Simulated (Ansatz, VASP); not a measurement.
**Br in VASP and in Ansatz**

```xyz
4
Lattice="3.3502 -2.2607 0.0000 3.3502 2.2607 0.0000 0.0000 0.0000 8.9109" Properties=species:S:1:pos:R:3 pbc="T T T"
Br    3.3502    1.6545    0.9498
Br    3.3502   -0.6062    3.5056
Br    3.3502   -1.6545    7.9610
Br    3.3502    0.6062    5.4053
```

Alike in both runs: task single point; functional PBE; k mesh 8 × 8 × 4; occupations gaussian, width 0.02 eV; no spin polarisation.

|  | VASP | Ansatz |
| --- | --- | --- |
| version | VASP 6.6.1 | Ansatz 0.2.0 |
| potentials or method | VASP PAW PBE potentials, release 64 (Br), cutoff 520 eV | scalar-relativistic, plane waves, PAW |
| valence electrons in the cell | 28 | 28 |

```csv
,VASP,Ansatz,Ansatz less VASP
gap on the k mesh at the Fermi level (eV),1.88,1.88,-0.001
least direct gap on the mesh (eV),1.90,1.90,-0.001
pressure (GPa),2.8,2.8,-0.03
"traceless stress, the component that is largest in VASP (GPa)",1.95,1.91,-0.030
rms of the force components (eV/Å),0.795,0.786,-0.0087
```

Atom by atom the forces differ by 0.009 eV/Å (rms over components). The functional is the same, so the differences come from potentials, cutoffs and numerics.
